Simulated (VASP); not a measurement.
Input of a VASP 6.6.1 run:

Contents of INCAR:

```
SYSTEM = ReP2
PREC = Accurate ; ENCUT = 520
EDIFF = 1E-6 ; ISMEAR = 0
SIGMA = 0.1 ; LREAL = .FALSE.
LASPH = .TRUE. ; NELM = 100
ALGO = Normal ; ISIF = 2
LWAVE = .FALSE. ; LCHARG = .FALSE.
GGA = PE ; NBANDS = 16
```

The input KPOINTS:

```
Automatic mesh
0
G
  6 6 6
  0 0 0
```

The input POSCAR:

```
ReP2
1.0
    4.4353607400      0.0000000000      0.0000000000
   -2.2176803700      3.8411350700      0.0000000000
    0.0000000000      0.0000000000      3.6639046700
Re P
1 2
Direct
    0.0000000000      0.0000000000      0.5000000000
    0.3333333300      0.6666666700      0.5000000000
    0.6666666700      0.3333333300      0.5000000000
```

Potentials or basis: VASP PAW PBE potentials, release 64 (Re, P).

Launch:

```bash
$ cat potpaw_PBE.64/Re/POTCAR potpaw_PBE.64/P/POTCAR > POTCAR
$ mpirun -np 1 vasp_std > vasp.out
```

Task: Predict the pressure.

Result: -18.0 GPa.

Stress tensor (GPa, compression positive):
```
-21.40   0.00   0.00
  0.00 -21.40   0.00
  0.00   0.00 -11.11
```
